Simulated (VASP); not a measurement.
A run of VASP 6.6.1 is set up as follows.

The input INCAR:

```
SYSTEM = SiC
  PREC = Accurate
  ENCUT = 520
  EDIFF = 1E-7
  ISMEAR = 0
  SIGMA = 0.05
  LREAL = .False.
  LASPH = .True.
  NELM = 60
  ALGO = Normal
  ISIF = 2
  LWAVE = .False.
  LCHARG = .True.
  GGA = PE
  LELF = .True.
  LVHAR = .True.
  NBANDS = 26
```

The input KPOINTS:

```
regular mesh
0
Gamma
  12 12 4
  0 0 0
```

Contents of POSCAR:

```
SiC
1.0
    3.3106000000      0.0000000000      0.0000000000
   -1.6553000000      2.8670637018      0.0000000000
    0.0000000000      0.0000000000      9.8591000000
Si C
4 4
Direct
    0.6666666667      0.3333333333      0.9378436843
    0.3333333333      0.6666666667      0.4378436843
    0.0000000000      0.0000000000      0.6878989045
    0.0000000000      0.0000000000      0.1878989045
    0.6666666667      0.3333333333      0.7498087506
    0.3333333333      0.6666666667      0.2498087506
    0.0000000000      0.0000000000      0.5004476606
    0.0000000000      0.0000000000      0.0004476606
```

Potentials or basis: VASP PAW PBE potentials, release 64 (Si, C).

Command:

```bash
$ cat potpaw_PBE.64/Si/POTCAR potpaw_PBE.64/C/POTCAR > POTCAR
$ mpirun -np 1 vasp_std > vasp.out
```

(1) Estimate the largest force.

(2) Predict the band gap on the k mesh.

## Answers

(1) 0.779 eV/Å.

(2) 1.69 eV, indirect (least direct gap 2.66 eV).
